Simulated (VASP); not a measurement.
# ZnO (P6_3mc) in VASP: notebook, part 2 of 2

VASP 6.6.1.

### 5 Relaxation of the atoms, PBE (12.61 Å³/atom)

This run uses another cell than the first one, of 12.61 Å³/atom.

File INCAR:

```
SYSTEM = ZnO
PREC = Accurate
ENCUT = 520
EDIFF = 1E-7
ISMEAR = -1
SIGMA = 0.02
LREAL = .False.
LASPH = .True.
NELM = 120
ALGO = Normal
ISIF = 2
LWAVE = .False.
LCHARG = .False.
GGA = PE
IBRION = 2
NSW = 80
EDIFFG = -0.02
GGA_COMPAT = .False.
NELMIN = 4
```

File KPOINTS:

```
Automatic mesh
0
Gamma
  11 11 6
  0 0 0
```

File POSCAR:

```
ZnO
1.0
    3.3131299052      0.0000000000      0.0000000000
   -1.6565649526      2.8692546639      0.0000000000
    0.0000000000      0.0000000000      5.3058612053
Zn O
2 2
Direct
    0.3333333333      0.6666666667      0.0004799578
    0.6666666667      0.3333333333      0.5004799578
    0.3333333333      0.6666666667      0.3816200422
    0.6666666667      0.3333333333      0.8816200422
```

Potentials or basis: VASP PAW PBE potentials, release 64 (Zn, O).

Command:

```
$ cat potpaw_PBE.64/Zn/POTCAR potpaw_PBE.64/O/POTCAR > POTCAR
$ mpirun -np 1 vasp_std > vasp.out
```

OUTCAR:

```text
SYSTEM = ZnO
   PREC = Accurate
   ENCUT = 520
   EDIFF = 1E-7
   ISMEAR = -1
   LREAL = .False.
   LASPH = .True.
   NELM = 120
   ISIF = 2
   GGA = PE
   IBRION = 2
   NSW = 80
   EDIFFG = -0.02
   NELMIN = 4

 ion  position               nearest neighbor table
   1  0.333  0.667  0.000-   4 2.01   4 2.01   4 2.01   3 2.02
   2  0.667  0.333  0.500-   3 2.01   3 2.01   3 2.01   4 2.02
   3  0.333  0.667  0.382-   2 2.01   2 2.01   2 2.01   1 2.02
[... 805 lines left out ...]
  Direction    XX          YY          ZZ          XY          YZ          ZX
  --------------------------------------------------------------------------------------
  -------------------------------------------------------------------------------------
  Total       -0.6976593     -0.6976593     -0.4427586      0.0000000     -0.0000000      0.0000000
  in kB      -22.1610596    -22.1610596    -14.0641714      0.0000000     -0.0000000      0.0000000
  external PRESSURE =     -19.4620969 kB  Pullay stress =       0.0000000 kB

 VOLUME and BASIS-vectors are now :
 -----------------------------------------------------------------------------
  energy-cutoff  :      520.00
  volume of cell :       50.44
      direct lattice vectors                 reciprocal lattice vectors
     3.313129905  0.000000000  0.000000000     0.301829397  0.174261283  0.000000000
    -1.656564953  2.869254664  0.000000000     0.000000000  0.348522567  0.000000000
     0.000000000  0.000000000  5.305861205     0.000000000  0.000000000  0.188470818

 POSITION                                       TOTAL-FORCE (eV/Angst)
 -----------------------------------------------------------------------------------
     -0.00000      1.91284      0.00255        -0.000000      0.000000      0.005335
      1.65656      0.95642      2.65548         0.000000     -0.000000      0.005335
     -0.00000      1.91284      2.02482        -0.000000     -0.000000     -0.005335
      1.65656      0.95642      4.67775         0.000000      0.000000     -0.005335
 -----------------------------------------------------------------------------------
    total drift:                                0.000000      0.000000     -0.001753

  FREE ENERGIE OF THE ION-ELECTRON SYSTEM (eV)
  ---------------------------------------------------
  free  energy   TOTEN  =       -17.8570608514 eV

  energy  without entropy=      -17.8570608513  energy(sigma->0) =      -17.85706085

 reached required accuracy - stopping structural energy minimisation
```

OSZICAR:

```text
N       E                     dE             d eps       ncg     rms          rms(c)
DAV:   1     0.287893969267E+03    0.28789E+03   -0.18996E+04  2824   0.234E+03
DAV:   2     0.969953737734E+01   -0.27819E+03   -0.26709E+03  3050   0.437E+02
DAV:   3    -0.205127149664E+02   -0.30212E+02   -0.29979E+02  3290   0.153E+02
DAV:   4    -0.211018316109E+02   -0.58912E+00   -0.58835E+00  3092   0.229E+01
DAV:   5    -0.211065649769E+02   -0.47334E-02   -0.47332E-02  3248   0.197E+00    0.137E+01
DAV:   6    -0.177350078819E+02    0.33716E+01   -0.12315E+01  4910   0.748E+01    0.820E+00
DAV:   7    -0.178945072548E+02   -0.15950E+00   -0.26576E+00  3160   0.197E+01    0.494E+00
DAV:   8    -0.179191452454E+02   -0.24638E-01   -0.86623E-01  4148   0.913E+00    0.182E+00
DAV:   9    -0.178533725151E+02    0.65773E-01   -0.19180E-01  4420   0.791E+00    0.355E-01
DAV:  10    -0.178569946085E+02   -0.36221E-02   -0.57729E-02  2858   0.174E+00    0.143E-01
DAV:  11    -0.178570142841E+02   -0.19676E-04   -0.13493E-03  3850   0.405E-01    0.318E-02
DAV:  12    -0.178570656331E+02   -0.51349E-04   -0.97180E-05  3572   0.133E-01    0.318E-02
DAV:  13    -0.178570621995E+02    0.34336E-05   -0.29555E-05  3660   0.102E-01    0.126E-02
DAV:  14    -0.178570614740E+02    0.72547E-06   -0.11100E-05  3176   0.420E-02    0.452E-03
DAV:  15    -0.178570609484E+02    0.52567E-06   -0.18916E-06  3724   0.139E-02    0.144E-03
DAV:  16    -0.178570608514E+02    0.97023E-07   -0.19129E-07  1832   0.510E-03
   1 F= -.17857061E+02 E0= -.17857061E+02  d E =-.178571E+02
```

CONTCAR:

```text
ZnO
   1.00000000000000
     3.3131299051999998    0.0000000000000000    0.0000000000000000
    -1.6565649525999999    2.8692546639000001    0.0000000000000000
     0.0000000000000000    0.0000000000000000    5.3058612053000003
  Zn              O
     2     2
Direct
     0.3333333332999970    0.6666666667000030    0.0004799578000032
     0.6666666667000030    0.3333333332999970    0.5004799578000032
     0.3333333332999970    0.6666666667000030    0.3816200421999980
     0.6666666667000030    0.3333333332999970    0.8816200421999980

  0.00000000E+00  0.00000000E+00  0.00000000E+00
  0.00000000E+00  0.00000000E+00  0.00000000E+00
  0.00000000E+00  0.00000000E+00  0.00000000E+00
  0.00000000E+00  0.00000000E+00  0.00000000E+00
```

It took 2.6 min on 1 thread of Oxide Virtual Turin-like, shared host; peak memory 0.18 GiB.

What came out:

```
Free energy                  : -17.8571 eV
Pressure after relaxing      : -1.9 GPa
Largest force after relaxing : 0.005 eV/Å
Band gap on the k mesh       : 0.70 eV
```

Forces on the atoms (eV/Å):
```
Zn   0.000  0.000  0.005
Zn   0.000  0.000  0.005
O    0.000  0.000 -0.005
O    0.000  0.000 -0.005
```

Final structure:
```yaml
crystal:
  lattice:
    - [3.31313, 0.00000, 0.00000]
    - [-1.65656, 2.86925, 0.00000]
    - [0.00000, 0.00000, 5.30586]
  atoms:
    - { symbol: Zn, position: [0.33333, 0.66667, 0.00048] }
    - { symbol: Zn, position: [0.66667, 0.33333, 0.50048] }
    - { symbol: O, position: [0.33333, 0.66667, 0.38162] }
    - { symbol: O, position: [0.66667, 0.33333, 0.88162] }
```

Levels at points of the mesh, in eV from the valence-band top:
```
           k point  band 14  band 15  band 16  band 17  band 18  band 19  band 20  band 21  band 22
(0.00, 0.00, 0.00)    -0.73    -0.73    -0.06     0.00     0.00     0.70     4.98     8.06    12.55
(0.00, 0.00, 0.50)    -2.19    -0.36    -0.36    -0.36    -0.36     3.32     3.32     9.86     9.86
```

Caveat: the relaxation stopped at its first step, so nothing moved; semilocal functionals underestimate gaps, and a narrow one can read as zero.

### 6 Summary

```csv
cell,gap on the mesh (eV),pressure (GPa)
"atoms relaxed from a = 3.205, b = 3.205, c = 5.133 Å, angles 90.0, 90.0, 120.0°, 4 atoms",0.85,13.0
"atoms relaxed from a = 3.249, b = 3.249, c = 5.100 Å, angles 90.0, 90.0, 120.0°, 4 atoms",0.84,9.2
"atoms relaxed from a = 3.249, b = 3.249, c = 5.256 Å, angles 90.0, 90.0, 120.0°, 4 atoms",0.76,4.5
"atoms relaxed from a = 3.313, b = 3.313, c = 5.306 Å, angles 90.0, 90.0, 120.0°, 4 atoms",0.70,-1.9
```

Alike in all rows: task relaxation of the atoms; level PBE; potentials or basis VASP PAW PBE potentials, release 64 (Zn, O); no spin polarisation; k mesh 11 × 11 × 6; cutoff (eV) 520; smearing fermi-dirac 0.02 eV.

Caveats: the relaxation stopped at its first step, so nothing moved (at least some runs); semilocal functionals underestimate gaps, and a narrow one can read as zero (at least some runs).

Absolute energies hang on the potentials; compare differences alone.
